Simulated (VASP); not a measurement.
Runs of VASP 6.6.1 on Tl. The structure is that of space group Fd-3m (No. 227), or close to it. The cells are those of the table. This isn't the form of Tl at room conditions, which is hcp.

```csv
cell,gap on the mesh (eV),pressure (GPa)
"a = 4.196 Å, angles 60.0°, 2 atoms",none,(a)
"a = 3.979 Å, angles 60.0°, 2 atoms",none,58.4
"a = 4.572 Å, angles 60.0°, 2 atoms",none,4.2
"a = 3.787 Å, angles 60.0°, 2 atoms",none,113.0
```

Alike in all rows: task single point; level LDA; potentials or basis VASP PAW LDA potentials, release 64 (Tl_d); no spin polarisation; k mesh 10 × 10 × 10; cutoff (eV) 520; smearing fermi-dirac 0.1 eV.

**Question.** Estimate the missing entries.

**Answer.** (a) 26.3.

Caveats: the cell stands under pressure; spin-orbit coupling is left out, which moves the levels of the heavy elements.

A k mesh can miss the band edges, and the runs leave out spin-orbit coupling on Tl.

A gap of «none» marks levels without a gap at the run's occupations.
